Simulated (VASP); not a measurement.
# LiF in VASP: single point with PBEsol

Aim: the single point of LiF with PBEsol.

Program: VASP 6.6.1. These are calculated values, not measurements. Logs are shortened: lines on timing, memory, paths and dates and some standing lists are left out, and cuts for length are marked.

## Step 1: The cell of the first run

The typed cell holds 8 atoms: a = 4.810 Å, b = 4.827 Å, c = 2.786 Å, α = 90.00°, β = 90.00°, γ = 90.00°.

## Step 2: Single point, PBEsol

Input file INCAR:

```
PREC = Accurate
ENCUT = 520
EDIFF = 1E-6
ISMEAR = -1
SIGMA = 0.05
LREAL = F
LASPH = T
NELM = 60
ALGO = Normal
ISIF = 2
LWAVE = F
LCHARG = F
GGA = PS
NBANDS = 30
```

Input file KPOINTS:

```
Automatic mesh
0
Gamma
  4 4 8
```

Input file POSCAR:

```
LiF
1.0
    4.8102381145     -0.0000409175      0.0021869689
   -0.0000338802      4.8269856910     -0.0012774249
   -0.0010410538      0.0006746351      2.7861676470
Li F
4 4
Direct
   -0.0064479922      0.0038514544     -0.2460464764
   -0.0064501362      0.5038447599      0.2539521555
    0.4935511662      0.0038539487     -0.2460457138
    0.4935517013      0.5038483647      0.2539460788
    0.2435491078      0.1705084612      0.2539388065
    0.2435514134      0.6704963095      0.7539494838
    0.7435531216      0.3371952765      0.7539565720
    0.7435511584      0.8371986160      0.2539487435
```

Potentials or basis: VASP PAW PBE potentials, release 64 (Li_sv, F).

Run with:

```
cat potpaw_PBE.64/Li_sv/POTCAR potpaw_PBE.64/F/POTCAR > POTCAR
mpirun -np 1 vasp_std > vasp.out
```

OUTCAR:

```text
PREC = Accurate
   ENCUT = 520
   EDIFF = 1E-6
   ISMEAR = -1
   LREAL = F
   LASPH = T
   NELM = 60
   ISIF = 2
   GGA = PS

 ion  position               nearest neighbor table
   1  0.994  0.004  0.754-   8 2.01   5 2.01   5 2.01   8 2.01   7 2.01   6 2.01   3 2.41   3 2.41

   2  0.994  0.504  0.254-   7 2.01   6 2.01   7 2.01   6 2.01   5 2.01   8 2.01   4 2.41   4 2.41

   3  0.494  0.004  0.754-   5 2.01   8 2.01   8 2.01   5 2.01   7 2.01   6 2.01   1 2.41   1 2.41

   4  0.494  0.504  0.254-   7 2.01   6 2.01   6 2.01   7 2.01   5 2.01   8 2.01   2 2.41   2 2.41

   5  0.244  0.171  0.254-   3 2.01   1 2.01   1 2.01   3 2.01   4 2.01   2 2.01
   6  0.244  0.670  0.754-   4 2.01   2 2.01   2 2.01   4 2.01   3 2.01   1 2.01
   7  0.744  0.337  0.754-   4 2.01   2 2.01   2 2.01   4 2.01   3 2.01   1 2.01
   8  0.744  0.837  0.254-   1 2.01   3 2.01   1 2.01   3 2.01   4 2.01   2 2.01

  LATTYP: Found a simple monoclinic cell.
 ALAT       =     5.5586829522
 B/A-ratio  =     0.8683686229
 C/A-ratio  =     1.3242426022
 COS(beta)  =    -0.9448377843

  Lattice vectors:

 A1 = (  -4.8112791683,   0.0007155526,   2.7839806781)
 A2 = (  -0.0000338802,   4.8269856910,  -0.0012774249)
 A3 = (   4.8123202221,  -0.0013901877,  -5.5701483251)

Analysis of symmetry for initial positions (statically):
=====================================================================
 Subroutine PRICEL returns:
 Original cell was already a primitive cell.

 Routine SETGRP: Setting up the symmetry group for a
 simple monoclinic supercell.

 Subroutine GETGRP returns: Found  2 space group operations
 (whereof  1 operations were pure point group operations)
 out of a pool of  4 trial point group operations.

The static configuration has the point symmetry C_1 .
 The point group associated with its full space group is S_2 .

Analysis of symmetry for dynamics (positions and initial velocities):
=====================================================================
 Subroutine PRICEL returns:
 Original cell was already a primitive cell.

 Routine SETGRP: Setting up the symmetry group for a
 simple monoclinic supercell.

 Subroutine GETGRP returns: Found  2 space group operations
 (whereof  1 operations were pure point group operations)
 out of a pool of  4 trial point group operations.

The dynamic configuration has the point symmetry C_1 .
 The point group associated with its full space group is S_2 .

 Subroutine INISYM returns: Found  2 space group operations
 (whereof  1 operations are pure point group operations),
 and found     1 'primitive' translations

----------------------------------------------------------------------------------------

                                     Primitive cell

  volume of cell :      64.6919

  direct lattice vectors                    reciprocal lattice vectors
     4.810238114 -0.000040918  0.002186969     0.207889881  0.000001480  0.000077678
    -0.000033880  4.826985691 -0.001277425     0.000001785  0.207168614 -0.000050163
    -0.001041054  0.000674635  2.786167647    -0.000163180  0.000094983  0.358915863

  length of vectors
     4.810238612  4.826985860  2.786167923     0.207889896  0.207168620  0.358915913

  position of ions in fractional coordinates (direct lattice)
     0.993552008  0.003851454  0.753953524
     0.993549864  0.503844760  0.253952156
     0.493551166  0.003853949  0.753954286
     0.493551701  0.503848365  0.253946079
     0.243549108  0.170508461  0.253938807
     0.243551413  0.670496310  0.753949484
     0.743553122  0.337195276  0.753956572
     0.743551158  0.837198616  0.253948743

  ion indices of the primitive-cell ions
   primitive index   ion index
                 1           1
                 2           2
                 3           3
                 4           4
                 5           5
                 6           6
                 7           7
                 8           8

[... 25 lines left out ...]
|           W    W  A    A  R    R  N N  N  II  N N  N  G       !!!           |
|           W WW W  AAAAAA  RRRRR   N  N N  II  N  N N  G  GGG   !            |
|           WW  WW  A    A  R   R   N   NN  II  N   NN  G    G                |
|           W    W  A    A  R    R  N    N  II  N    N   GGGG   !!!           |
|                                                                             |
|     Your reciprocal lattice and k-lattice belong to different lattice       |
|     classes:                                                                |
|                                                                             |
|        The reciprocal lattice is triclinic,                                 |
|        whereas your k-lattice is simple monoclinic.                         |
|                                                                             |
|     Results are often still useful ...                                      |
|                                                                             |
 -----------------------------------------------------------------------------

 Subroutine IBZKPT returns following result:
 ===========================================

 Found     68 irreducible k-points:

 Following reciprocal coordinates:
            Coordinates               Weight
  0.000000  0.000000  0.000000      1.000000
  0.250000 -0.000000  0.000000      2.000000
  0.500000 -0.000000  0.000000      1.000000
  0.000000  0.250000  0.000000      2.000000
  0.250000  0.250000  0.000000      2.000000
  0.500000  0.250000  0.000000      2.000000
[... 16 lines left out ...]
  0.000000 -0.250000  0.125000      2.000000
  0.250000 -0.250000  0.125000      2.000000
 [... further k-points ...]
   k-points           NKPTS =     68   k-points in BZ     NKDIM =     68   number of bands    NBANDS=     30
   number of dos      NEDOS =    301   number of ions     NIONS =      8
   total plane-waves  NPLWV =  31104
   dimension x,y,z NGX =    36 NGY =   36 NGZ =   24
   dimension x,y,z NGXF=    72 NGYF=   72 NGZF=   48
   ions per type =               4   4
   NGX,Y,Z   is equivalent  to a cutoff of  12.44, 12.40, 14.32 a.u.
   NGXF,Y,Z  is equivalent  to a cutoff of  24.88, 24.80, 28.64 a.u.
 SYSTEM =  unknown system
   PREC   = accura    normal or accurate (medium, high low for compatibility)
   ISTART =      0    job   : 0-new  1-cont  2-samecut
   ICHARG =      2    charge: 1-file 2-atom 10-const
   ISPIN  =      1    spin polarized calculation?
   LNONCOLLINEAR =      F non collinear calculations
   LSORBIT =      F    spin-orbit coupling
   LASPH  =      T    aspherical Exc in radial PAW
   ENCUT  =  520.0 eV  38.22 Ry    6.18 a.u.   8.94  8.97  5.18*2*pi/ulx,y,z
   NELM   =     60;   NELMIN=  2; NELMDL= -5     # of ELM steps
   EDIFF  = 0.1E-05   stopping-criterion for ELM
   LREAL  =      F    real-space projection
   EDIFFG = 0.1E-04   stopping-criterion for IOM
   NSW    =      0    number of steps for IOM
   IBRION =     -1    ionic relax: 0-MD 1-quasi-New 2-CG
   NFREE  =      0    steps in history (QN), initial steepest desc. (CG)
   ISIF   =      2    stress and relaxation
   ISYM   =      2    0-nonsym 1-usesym 2-fastsym
   POTIM  = 0.5000    time-step for ionic-motion
   TEBEG  =    0.0;   TEEND  =   0.0 temperature during run
   PSTRESS=    0.0 pullay stress
   NELECT =      40.0000    total number of electrons
   NUPDOWN=      -1.0000    fix difference up-down
   EMIN   =  10.00;   EMAX   =-10.00  energy-range for DOS
   EFERMI =   0.00;   METHOD = LEGACY
   ISMEAR =    -1;   SIGMA  =   0.05  broadening in eV -4-tet -1-fermi 0-gaus
   EFERMI_NEDOS =   21; number of points for ismear=-14 and -15
   IALGO  =     38    algorithm
   IMIX   =      4    mixing-type and parameters
     AMIX     =   0.40;   BMIX     =  1.00
     AMIX_MAG =   1.60;   BMIX_MAG =  1.00
  volume/ion in A,a.u.               =       8.09        54.57
  Fermi-wavevector in a.u.,A,eV,Ry     =   1.394692  2.635585 26.465572  1.945165
  Thomas-Fermi vector in A             =   2.518216
   LORBIT       =      0    0 simple, 1 ext, 2 COOP (PROOUT), +10 PAW based schemes
   GGA     = PS    functional components
   LHFCALC =     F    Hartree Fock is set to
   AEXX    =    0.0000 exact exchange contribution
   IVDW    =     0    specifies the selected vdW correction
   LEPSILON=     F    determine dielectric tensor
   LRPA    =     F    only Hartree local field effects (RPA)
 non-spin polarized calculation
  energy-cutoff  :      520.00
  volume of cell :       64.69
 maximum number of plane-waves:      1771
   NGX = 17   NGY = 17   NGZ = 11

 number of electron      40.0000051 magnetization

 Free energy of the ion-electron system (eV)
  ---------------------------------------------------
  ext. energy  EPLUGINS =         0.00000000
  ---------------------------------------------------
  free energy    TOTEN  =       -39.05956248 eV

  energy without entropy =      -39.05956248  energy(sigma->0) =      -39.05956248

 E-fermi :   0.2089     XC(G=0): -10.2479

 val. band max:       -0.9364247948   @ k =   0.0000   0.0000   0.0000
 cond. band min:       7.9777282709   @ k =   0.0000   0.0000   0.0000
 fundamental gap:      8.9141530656
 Fermi energy:         0.2088517245

 k-point     1 :       0.0000    0.0000    0.0000
  band No.  band energies     occupation
      1     -41.3825      2.00000
      2     -41.3256      2.00000
      3     -41.2839      2.00000
      4     -41.2447      2.00000
      5     -20.9322      2.00000
      6     -20.5836      2.00000
[... 781 lines left out ...]
     29      16.4265      0.00000
     30      17.0183      0.00000

 [... further k-points ...]

------------------------ aborting loop because EDIFF is reached ----------------------------------------

  FORCE on cell =-STRESS in cart. coord.  units (eV):
  Direction    XX          YY          ZZ          XY          YZ          ZX
  --------------------------------------------------------------------------------------
  -------------------------------------------------------------------------------------
  Total       -0.0833395     -0.1116178     -0.0993692      0.0000443      0.0008680     -0.0009681
  in kB       -2.0640077     -2.7643561     -2.4610049      0.0010960      0.0214975     -0.0239765
  external PRESSURE =      -2.4297896 kB  Pullay stress =       0.0000000 kB

 VOLUME and BASIS-vectors are now :
 -----------------------------------------------------------------------------
  energy-cutoff  :      520.00
  volume of cell :       64.69
      direct lattice vectors                 reciprocal lattice vectors
     4.810238114 -0.000040918  0.002186969     0.207889881  0.000001480  0.000077678
    -0.000033880  4.826985691 -0.001277425     0.000001785  0.207168614 -0.000050163
    -0.001041054  0.000674635  2.786167647    -0.000163180  0.000094983  0.358915863

 POSITION                                       TOTAL-FORCE (eV/Angst)
 -----------------------------------------------------------------------------------
      4.77844      0.01906      2.10281        -0.000040     -0.000099     -0.000016
      4.77893      2.43218      0.70908         0.000040      0.000099      0.000016
      2.37331      0.01909      2.10172         0.000027     -0.000091     -0.000037
      2.37382      2.43222      0.70797        -0.000027      0.000091      0.000037
      1.17126      0.82320      0.70783         0.000075      0.000056      0.000092
      1.17073      3.23697      2.10031         0.000015      0.000311     -0.000033
      3.57587      1.62811      2.10184        -0.000075     -0.000056     -0.000092
      3.57637      4.04129      0.70810        -0.000015     -0.000311      0.000033
 -----------------------------------------------------------------------------------
    total drift:                                0.009831      0.062260      0.030197

  FREE ENERGIE OF THE ION-ELECTRON SYSTEM (eV)
  ---------------------------------------------------
  free  energy   TOTEN  =       -39.0595624817 eV

  energy  without entropy=      -39.0595624817  energy(sigma->0) =      -39.05956248
```

It took 42 s on 1 thread of Intel Xeon 6975P-C (Granite Rapids), shared host; peak memory 0.22 GiB.

What came out:

| Quantity | Value |
| --- | --- |
| Free energy | -39.0596 eV |
| Band gap on the k mesh | 8.91 eV |

Caveat: the cutoff is under 1.25 times the usual one of these potentials, so pressure, stress and relaxed cells hold a basis-set (Pulay) error; the PAW data sets were made with another functional, which shifts forces and pressure a little.
